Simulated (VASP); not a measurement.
# Ru (P6_3/mmc) in VASP: notebook

Ru is run at these levels: LDA; tasks: single point.

Everything below comes from runs of VASP 6.6.1. Logs are shortened: lines on timing, memory, paths and dates and some standing lists are left out, and cuts for length are marked.

### Step 1. The cell of the first run

Symmetry: P6_3/mmc, No. 194, hexagonal system. The conventional cell has a = 2.747 Å, b = 2.747 Å, c = 4.328 Å, α = 90.00°, β = 90.00°, γ = 120.00°. Ru (site symmetry -6m2) has 12 Ru at 2.68 to 2.75 Å within 3.5 Å.

### Step 2. Single point, LDA (14.14 Å³/atom)

The input, INCAR:

```
SYSTEM = Ru
  PREC = Accurate
  ENCUT = 520
  EDIFF = 1E-6
  ISMEAR = -1
  SIGMA = 0.1
  LREAL = .False.
  LASPH = .True.
  NELM = 100
  ALGO = Normal
  ISIF = 2
  LWAVE = .False.
  LCHARG = .False.
  NBANDS = 21
```

The input, KPOINTS:

```
Automatic mesh
0
Gamma
  22 22 12
  0 0 0
```

The input, POSCAR:

```
Ru
1.0
    2.7471118941      0.0000000000      0.0000000000
   -1.3735559470      2.3790686874      0.0000000000
    0.0000000000      0.0000000000      4.3277354969
Ru
2
Direct
    0.3333333333      0.6666666667      0.2500000000
    0.6666666667      0.3333333333      0.7500000000
```

Potentials or basis: VASP PAW LDA potentials, release 64 (Ru_pv).

The run is started by

```bash
$ cat potpaw_LDA.64/Ru_pv/POTCAR > POTCAR
$ mpirun -np 1 vasp_std > vasp.out
```

OUTCAR:

```text
SYSTEM = Ru
   PREC = Accurate
   ENCUT = 520
   EDIFF = 1E-6
   ISMEAR = -1
   LREAL = .False.
   LASPH = .True.
   NELM = 100
   ISIF = 2

 ion  position               nearest neighbor table
   1  0.333  0.667  0.250-   2 2.68   2 2.68   2 2.68   2 2.68   2 2.68   2 2.68
   2  0.667  0.333  0.750-   1 2.68   1 2.68   1 2.68   1 2.68   1 2.68   1 2.68

  LATTYP: Found a hexagonal cell.
 ALAT       =     2.7471118941
 C/A-ratio  =     1.5753764913

  Lattice vectors:

 A1 = (   2.7471118941,   0.0000000000,   0.0000000000)
 A2 = (  -1.3735559470,   2.3790686874,   0.0000000000)
 A3 = (   0.0000000000,   0.0000000000,   4.3277354969)

Analysis of symmetry for initial positions (statically):
=====================================================================
 Subroutine PRICEL returns:
 Original cell was already a primitive cell.

 Routine SETGRP: Setting up the symmetry group for a
 hexagonal supercell.

 Subroutine GETGRP returns: Found 24 space group operations
 (whereof 12 operations were pure point group operations)
 out of a pool of 24 trial point group operations.

The static configuration has the point symmetry D_3d.
 The point group associated with its full space group is D_6h.

Analysis of symmetry for dynamics (positions and initial velocities):
=====================================================================
 Subroutine PRICEL returns:
 Original cell was already a primitive cell.

 Routine SETGRP: Setting up the symmetry group for a
 hexagonal supercell.

 Subroutine GETGRP returns: Found 24 space group operations
 (whereof 12 operations were pure point group operations)
 out of a pool of 24 trial point group operations.

The dynamic configuration has the point symmetry D_3d.
 The point group associated with its full space group is D_6h.

 Subroutine INISYM returns: Found 24 space group operations
 (whereof 12 operations are pure point group operations),
 and found     1 'primitive' translations

----------------------------------------------------------------------------------------

                                     Primitive cell

  volume of cell :      28.2842

  direct lattice vectors                    reciprocal lattice vectors
     2.747111894  0.000000000  0.000000000     0.364018663  0.210166273  0.000000000
    -1.373555947  2.379068687  0.000000000     0.000000000  0.420332547  0.000000000
     0.000000000  0.000000000  4.327735497     0.000000000  0.000000000  0.231067726

  length of vectors
     2.747111894  2.747111894  4.327735497     0.420332547  0.420332547  0.231067726

  position of ions in fractional coordinates (direct lattice)
     0.333333333  0.666666667  0.250000000
     0.666666667  0.333333333  0.750000000

  ion indices of the primitive-cell ions
   primitive index   ion index
                 1           1
                 2           2

----------------------------------------------------------------------------------------

 KPOINTS: Automatic mesh

Automatic generation of k-mesh.
 Grid dimensions read from file:
 generate k-points for:   22   22   12

 Generating k-lattice:

  Cartesian coordinates                     Fractional coordinates (reciprocal lattice)
     0.016546303  0.009553012  0.000000000     0.045454545  0.000000000  0.000000000
     0.000000000  0.019106025  0.000000000     0.000000000  0.045454545  0.000000000
     0.000000000  0.000000000  0.019255644     0.000000000  0.000000000  0.083333333

  Length of vectors
     0.019106025  0.019106025  0.019255644

  Shift w.r.t. Gamma in fractional coordinates (k-lattice)
     0.000000000  0.000000000  0.000000000

 Subroutine IBZKPT returns following result:
 ===========================================

 Found    364 irreducible k-points:

 Following reciprocal coordinates:
            Coordinates               Weight
  0.000000  0.000000  0.000000      1.000000
  0.045455  0.000000  0.000000      6.000000
  0.090909  0.000000  0.000000      6.000000
  0.136364  0.000000  0.000000      6.000000
  0.181818 -0.000000  0.000000      6.000000
  0.227273  0.000000  0.000000      6.000000
[... 16 lines left out ...]
  0.090909  0.090909  0.000000      6.000000
  0.136364  0.090909  0.000000     12.000000
 [... further k-points ...]
   k-points           NKPTS =    364   k-points in BZ     NKDIM =    364   number of bands    NBANDS=     21
   number of dos      NEDOS =    301   number of ions     NIONS =      2
   total plane-waves  NPLWV =  12800
   dimension x,y,z NGX =    20 NGY =   20 NGZ =   32
   dimension x,y,z NGXF=    40 NGYF=   40 NGZF=   64
   ions per type =               2
   NGX,Y,Z   is equivalent  to a cutoff of  12.10, 12.10, 12.29 a.u.
   NGXF,Y,Z  is equivalent  to a cutoff of  24.21, 24.21, 24.59 a.u.
 SYSTEM =  Ru
   PREC   = accura    normal or accurate (medium, high low for compatibility)
   ISTART =      0    job   : 0-new  1-cont  2-samecut
   ICHARG =      2    charge: 1-file 2-atom 10-const
   ISPIN  =      1    spin polarized calculation?
   LNONCOLLINEAR =      F non collinear calculations
   LSORBIT =      F    spin-orbit coupling
   LASPH  =      T    aspherical Exc in radial PAW
   ENCUT  =  520.0 eV  38.22 Ry    6.18 a.u.   5.11  5.11  8.05*2*pi/ulx,y,z
   NELM   =    100;   NELMIN=  2; NELMDL= -5     # of ELM steps
   EDIFF  = 0.1E-05   stopping-criterion for ELM
   LREAL  =      F    real-space projection
   EDIFFG = 0.1E-04   stopping-criterion for IOM
   NSW    =      0    number of steps for IOM
   IBRION =     -1    ionic relax: 0-MD 1-quasi-New 2-CG
   NFREE  =      0    steps in history (QN), initial steepest desc. (CG)
   ISIF   =      2    stress and relaxation
   ISYM   =      2    0-nonsym 1-usesym 2-fastsym
   POTIM  = 0.5000    time-step for ionic-motion
   TEBEG  =    0.0;   TEEND  =   0.0 temperature during run
   PSTRESS=    0.0 pullay stress
   NELECT =      28.0000    total number of electrons
   NUPDOWN=      -1.0000    fix difference up-down
   EMIN   =  10.00;   EMAX   =-10.00  energy-range for DOS
   EFERMI =   0.00;   METHOD = LEGACY
   ISMEAR =    -1;   SIGMA  =   0.10  broadening in eV -4-tet -1-fermi 0-gaus
   EFERMI_NEDOS =   21; number of points for ismear=-14 and -15
   IALGO  =     38    algorithm
   IMIX   =      4    mixing-type and parameters
     AMIX     =   0.40;   BMIX     =  1.00
     AMIX_MAG =   1.60;   BMIX_MAG =  1.00
  volume/ion in A,a.u.               =      14.14        95.44
  Fermi-wavevector in a.u.,A,eV,Ry     =   1.631597  3.083271 36.220177  2.662108
  Thomas-Fermi vector in A             =   2.723707
   LORBIT       =      0    0 simple, 1 ext, 2 COOP (PROOUT), +10 PAW based schemes
   GGA     = CA    functional components
   LHFCALC =     F    Hartree Fock is set to
   AEXX    =    0.0000 exact exchange contribution
   IVDW    =     0    specifies the selected vdW correction
   LEPSILON=     F    determine dielectric tensor
   LRPA    =     F    only Hartree local field effects (RPA)
 non-spin polarized calculation
  energy-cutoff  :      520.00
  volume of cell :       28.28
 maximum number of plane-waves:       780
   NGX = 11   NGY = 11   NGZ = 17

 number of electron      28.0000009 magnetization

 Free energy of the ion-electron system (eV)
  ---------------------------------------------------
  ext. energy  EPLUGINS =         0.00000000
  ---------------------------------------------------
  free energy    TOTEN  =       -21.26436687 eV

  energy without entropy =      -21.20894153  energy(sigma->0) =      -21.23665420

 E-fermi :  11.9620     XC(G=0): -14.1328

 val. band max:       11.9598974728   @ k =   0.3182   0.0000   0.0833
 cond. band min:      11.9621852451   @ k =   0.1818   0.1364   0.1667
 fundamental gap:      0.0022877723
 Fermi energy:        11.9619760546

 k-point     1 :       0.0000    0.0000    0.0000
  band No.  band energies     occupation
      1     -31.3634      2.00000
      2     -30.5317      2.00000
      3     -30.5317      2.00000
      4     -30.3758      2.00000
      5     -30.3758      2.00000
      6     -30.3373      2.00000
[... 13 lines left out ...]
     20      21.9713      0.00000
     21      21.9961      0.00000

 k-point     2 :       0.0455    0.0000    0.0000
  band No.  band energies     occupation
      1     -31.3571      2.00000
      2     -30.5449      2.00000
      3     -30.5362      2.00000
      4     -30.3896      2.00000
      5     -30.3775      2.00000
      6     -30.3402      2.00000
[... 13 lines left out ...]
     20      21.9714      0.00000
     21      21.9949      0.00000

 k-point     3 :       0.0909    0.0000    0.0000
  band No.  band energies     occupation
      1     -31.3385      2.00000
      2     -30.5833      2.00000
      3     -30.5493      2.00000
      4     -30.4297      2.00000
      5     -30.3829      2.00000
      6     -30.3492      2.00000
[... 13 lines left out ...]
     20      21.9714      0.00000
     21      21.9918      0.00000

 k-point     4 :       0.1364    0.0000    0.0000
  band No.  band energies     occupation
      1     -31.3083      2.00000
      2     -30.6438      2.00000
      3     -30.5695      2.00000
      4     -30.4921      2.00000
      5     -30.3916      2.00000
      6     -30.3642      2.00000
[... 13 lines left out ...]
     20      21.9713      0.00000
     21      21.9877      0.00000

 k-point     5 :       0.1818   -0.0000    0.0000
  band No.  band energies     occupation
      1     -31.2677      2.00000
      2     -30.7218      2.00000
      3     -30.5948      2.00000
      4     -30.5710      2.00000
      5     -30.4033      2.00000
      6     -30.3852      2.00000
[... 13 lines left out ...]
     20      21.9713      0.00000
     21      21.9840      0.00000
[... 382 lines left out ...]
     20      21.9707      0.00000
     21      22.3891      0.00000

 k-point    22 :       0.4545    0.0455    0.0000
  band No.  band energies     occupation
      1     -31.1755      2.00000
      2     -31.0045      2.00000
      3     -30.9349      2.00000
      4     -30.7417      2.00000
      5     -30.6012      2.00000
      6     -30.4876      2.00000
[... 13 lines left out ...]
     20      21.9702      0.00000
     21      22.6216      0.00000

 k-point    23 :       0.0909    0.0909    0.0000
  band No.  band energies     occupation
      1     -31.2906      2.00000
      2     -30.6671      2.00000
      3     -30.6061      2.00000
      4     -30.5052      2.00000
      5     -30.4046      2.00000
      6     -30.3733      2.00000
[... 13 lines left out ...]
     20      21.9713      0.00000
     21      21.9861      0.00000

 k-point    24 :       0.1364    0.0909    0.0000
  band No.  band energies     occupation
      1     -31.2507      2.00000
      2     -30.7334      2.00000
      3     -30.6626      2.00000
      4     -30.5506      2.00000
      5     -30.4221      2.00000
      6     -30.3943      2.00000
[... 13 lines left out ...]
     20      21.9713      0.00000
     21      21.9832      0.00000

 [... further k-points ...]

------------------------ aborting loop because EDIFF is reached ----------------------------------------

  FORCE on cell =-STRESS in cart. coord.  units (eV):
  Direction    XX          YY          ZZ          XY          YZ          ZX
  --------------------------------------------------------------------------------------
  -------------------------------------------------------------------------------------
  Total       -3.9728297     -3.9728297     -4.0962285     -0.0000000      0.0000000      0.0000000
  in kB     -225.0435107   -225.0435107   -232.0335136     -0.0000000      0.0000000      0.0000000
  external PRESSURE =    -227.3735117 kB  Pullay stress =       0.0000000 kB

 VOLUME and BASIS-vectors are now :
 -----------------------------------------------------------------------------
  energy-cutoff  :      520.00
  volume of cell :       28.28
      direct lattice vectors                 reciprocal lattice vectors
     2.747111894  0.000000000  0.000000000     0.364018663  0.210166273  0.000000000
    -1.373555947  2.379068687  0.000000000     0.000000000  0.420332547  0.000000000
     0.000000000  0.000000000  4.327735497     0.000000000  0.000000000  0.231067726

 POSITION                                       TOTAL-FORCE (eV/Angst)
 -----------------------------------------------------------------------------------
     -0.00000      1.58605      1.08193         0.000000     -0.000000      0.000000
      1.37356      0.79302      3.24580        -0.000000      0.000000      0.000000
 -----------------------------------------------------------------------------------
    total drift:                               -0.000000      0.000000     -0.000000

  FREE ENERGIE OF THE ION-ELECTRON SYSTEM (eV)
  ---------------------------------------------------
  free  energy   TOTEN  =       -21.2643668732 eV

  energy  without entropy=      -21.2089415299  energy(sigma->0) =      -21.23665420
```

Run time: 57 s. Hardware: 1 thread of AMD EPYC 9R45 (Zen 5), shared host; peak memory 0.23 GiB.

What came out:

```yaml
Free_energy: -21.2644 eV
Pressure: -22.7 GPa
Band_gap_on_the_k_mesh: zero (bands 14 and 15 overlap by 3.01 eV)
```

Levels at points of the mesh, in eV from the Fermi level:
```tsv
k point	band 10	band 11	band 12	band 13	band 14	band 15	band 16	band 17	band 18	band 19
(0.00, 0.00, 0.00)	-2.47	-2.26	-1.82	-1.82	-1.36	-1.36	1.11	1.11	1.29	9.81
(0.50, 0.00, 0.00)	-2.89	-1.95	-1.75	-1.44	1.31	1.71	1.81	3.84	5.79	10.01
(0.00, 0.00, 0.50)	-2.64	-2.64	-2.64	-2.58	-2.58	0.50	0.50	0.50	0.50	10.01
(0.50, 0.00, 0.50)	-4.28	-1.02	-1.02	0.41	0.41	1.55	1.55	3.23	3.23	9.96
```

Caveat: the cell stands under tension.

### Step 3. Single point, LDA (14.67 Å³/atom)

This run uses another cell than the first one, of 14.67 Å³/atom.

The input, INCAR:

```
PREC = Accurate
ENCUT = 520
EDIFF = 1E-6
ISMEAR = -1
SIGMA = 0.1
LREAL = F
LASPH = T
NELM = 80
ALGO = Normal
ISIF = 2
LWAVE = F
LCHARG = T
GGA = CA
LELF = T
LVHAR = T
NBANDS = 21
```

The input, KPOINTS:

```
Automatic mesh
0
Gamma
  22 22 12
```

The input, POSCAR:

```
Ru
1.0
    2.7806165607      0.0000000000      0.0000000000
   -1.3903082803      2.4080845798      0.0000000000
    0.0000000000      0.0000000000      4.3805179610
Ru
2
Direct
    0.3333333333      0.6666666667      0.2500000000
    0.6666666667      0.3333333333      0.7500000000
```

Potentials or basis: VASP PAW LDA potentials, release 64 (Ru_pv).

The run is started by

```bash
$ cat potpaw_LDA.64/Ru_pv/POTCAR > POTCAR
$ mpirun -np 1 vasp_std > vasp.out
```

Wall time 92 s (1 thread of AMD EPYC 9R45 (Zen 5), shared host); peak memory 0.25 GiB.

It converged, with:

- Free energy: -21.0885 eV
- Pressure: -31.0 GPa
- Band gap on the k mesh: zero (bands 14 and 15 overlap by 2.84 eV)

Stress tensor (GPa, compression positive):
```
-30.51   0.00   0.00
  0.00 -30.51   0.00
  0.00   0.00 -31.85
```

Levels at points of the mesh, in eV from the Fermi level:
```
           k point  band 11  band 12  band 13  band 14  band 15  band 16  band 17  band 18
(0.00, 0.00, 0.00)    -2.14    -1.72    -1.72    -1.28    -1.28     1.05     1.05     1.27
(0.50, 0.00, 0.00)    -1.86    -1.68    -1.37     1.23     1.60     1.70     3.66     5.55
(0.00, 0.00, 0.50)    -2.49    -2.49    -2.47    -2.47     0.47     0.47     0.47     0.47
(0.50, 0.00, 0.50)    -0.97    -0.97     0.40     0.40     1.46     1.46     3.11     3.11
```

Caveat: the cell stands under tension.

### Step 4. Single point, LDA

This run uses another cell than the first one, of 13.09 Å³/atom.

The input, INCAR:

```
PREC = Accurate ; ENCUT = 520
EDIFF = 1E-6 ; ISMEAR = -1
SIGMA = 0.1 ; LREAL = False
LASPH = True ; NELM = 100
ALGO = Normal ; ISIF = 2
LWAVE = False ; LCHARG = False
GGA = CA ; NBANDS = 21
```

The input, KPOINTS:

```
Automatic mesh
0
Gamma
  19 19 11
```

The input, POSCAR:

```
Ru
1.0
    2.6775346364      0.0000000000      0.0000000000
   -1.3387673182      2.3188130146      0.0000000000
    0.0000000000      0.0000000000      4.2181251212
Ru
2
Direct
    0.3333333333      0.6666666667      0.2500000000
    0.6666666667      0.3333333333      0.7500000000
```

The run is started by

```bash
$ cat potpaw_LDA.64/Ru_pv/POTCAR > POTCAR
$ mpirun -np 1 vasp_std > vasp.out
```

Wall time 2 min (1 thread of Intel Xeon 8259CL, shared host); peak memory 0.21 GiB.

The run converged. Its results:

| Property | Result |
| --- | --- |
| Free energy | -21.4169 eV |
| Pressure | 1.0 GPa |
| Band gap on the k mesh | zero (bands 14 and 15 overlap by 3.45 eV) |

Stress tensor (GPa, compression positive):
```
0.67 0.00 0.00
0.00 0.67 0.00
0.00 0.00 1.59
```

Levels at points of the mesh, in eV from the Fermi level:
```csv
k point,band 10,band 11,band 12,band 13,band 14,band 15,band 16,band 17,band 18,band 19
"(0.00, 0.00, 0.00)",-2.78,-2.54,-2.04,-2.04,-1.52,-1.52,1.25,1.25,1.38,9.92
```

### Step 5. Single point, LDA

This run uses another cell than the first one, of 13.09 Å³/atom.

The input, INCAR:

```
ALGO     = Normal         # electronic algorithm
EDIFF    = 1E-6           # SCF threshold, eV
ENCUT    = 520            # plane-wave cutoff, eV
GGA      = CA             # functional
ISIF     = 2              # what is computed and relaxed
ISMEAR   = -1             # smearing method
LASPH    = True           # aspherical terms in the spheres
LCHARG   = False          # write CHGCAR
LREAL    = False          # projectors in reciprocal space
LWAVE    = False          # write WAVECAR
NBANDS   = 21             # bands
NELM     = 60             # most SCF steps
PREC     = Accurate       # precision mode
SIGMA    = 0.1            # smearing width, eV
```

The input, KPOINTS:

```
k-points
0
Gamma
  22 22 12
```

POSCAR is that of step 4.

The run is started by

```bash
$ cat potpaw_LDA.64/Ru_pv/POTCAR > POTCAR
$ mpirun -np 1 vasp_std > vasp.out
```

Run time: 2.7 min. Hardware: 1 thread of Intel Xeon 8259CL, shared host; peak memory 0.25 GiB.

Results (log left out):

- Free energy: -21.4172 eV
- Pressure: 1.0 GPa
- Band gap on the k mesh: zero (bands 14 and 15 overlap by 3.40 eV)

Stress tensor (GPa, compression positive):
```
0.62 0.00 0.00
0.00 0.62 0.00
0.00 0.00 1.67
```

Levels at points of the mesh, in eV from the Fermi level:
| k point | band 11 | band 12 | band 13 | band 14 | band 15 | band 16 | band 17 | band 18 |
| --- | --- | --- | --- | --- | --- | --- | --- | --- |
| (0.00, 0.00, 0.00) | -2.54 | -2.04 | -2.04 | -1.52 | -1.52 | 1.25 | 1.25 | 1.38 |
| (0.50, 0.00, 0.00) | -2.16 | -1.88 | -1.59 | 1.49 | 1.95 | 2.07 | 4.26 | 6.36 |
| (0.00, 0.00, 0.50) | -2.96 | -2.96 | -2.83 | -2.83 | 0.58 | 0.58 | 0.58 | 0.58 |
| (0.50, 0.00, 0.50) | -1.15 | -1.15 | 0.46 | 0.46 | 1.77 | 1.77 | 3.53 | 3.53 |

### Step 6. The runs side by side

```csv
cell,k mesh,gap on the mesh (eV),pressure (GPa)
"a = 2.747, b = 2.747, c = 4.328 Å, angles 90.0, 90.0, 120.0°, 2 atoms",22 × 22 × 12,none,-22.7
"a = 2.781, b = 2.781, c = 4.381 Å, angles 90.0, 90.0, 120.0°, 2 atoms",22 × 22 × 12,none,-31.0
"a = 2.678, b = 2.678, c = 4.218 Å, angles 90.0, 90.0, 120.0°, 2 atoms",19 × 19 × 11,none,1.0
"a = 2.678, b = 2.678, c = 4.218 Å, angles 90.0, 90.0, 120.0°, 2 atoms",22 × 22 × 12,none,1.0
```

Alike in all rows: task single point; level LDA; potentials or basis VASP PAW LDA potentials, release 64 (Ru_pv); no spin polarisation; cutoff (eV) 520; smearing fermi-dirac 0.1 eV.

Caveats: the cell stands under tension (at least some runs).

Total energies depend on the potentials used, so only differences within one code and one set of settings carry meaning.
